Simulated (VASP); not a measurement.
Set up this calculation in VASP 6.6.1, as the native input.

* Task: single point
* Functional: PBE
* Potentials or basis: VASP PAW PBE potentials, release 64 (As)
* Cutoff: 520 eV
* k mesh: 10 × 10 × 6
* Occupations: gaussian, width 0.02 eV
* Spin: no spin polarisation
* Dipole correction: no
* Further INCAR settings: ALGO = Normal; EDIFF = 1e-07; NBANDS = 12

The structure of As lies in POSCAR:

```
As
1.0
    3.1238650555     -1.8032541866     -0.0357970300
    3.1238650555      1.8032541866     -0.0357970300
   -2.6872318904      0.0000000000      6.1190372410
As
2
Direct
    0.1162466564      0.1162466564      0.3857473726
    0.8837533436      0.8837533436      0.6142526274
```

The input as run:

INCAR

```
SYSTEM = As
PREC = Accurate ; ENCUT = 520
EDIFF = 1E-7 ; ISMEAR = 0
SIGMA = 0.02 ; LREAL = .False.
LASPH = .True. ; NELM = 100
ALGO = Normal ; ISIF = 2
LWAVE = .False. ; LCHARG = .False.
GGA = PE ; NBANDS = 12
```

KPOINTS

```
regular mesh
0
Gamma
  10 10 6
  0 0 0
```

Potentials or basis: VASP PAW PBE potentials, release 64 (As).

Launch:

```bash
$ cat potpaw_PBE.64/As/POTCAR > POTCAR
$ mpirun -np 1 vasp_std > vasp.out
```

Results of the run:

```yaml
Pressure: 0.2 GPa
Largest_force: 0.080 eV/Å
Band_gap_on_the_k_mesh: 1.37 eV (least direct gap 1.73 eV)
```

Caveat: this functional lacks dispersion, which binds the layers, so the pressure and a relaxed spacing across them are unreliable.

Run time: 110 s on 1 thread of Intel Xeon 8259CL, with other jobs on the host, peak memory 0.27 GiB.
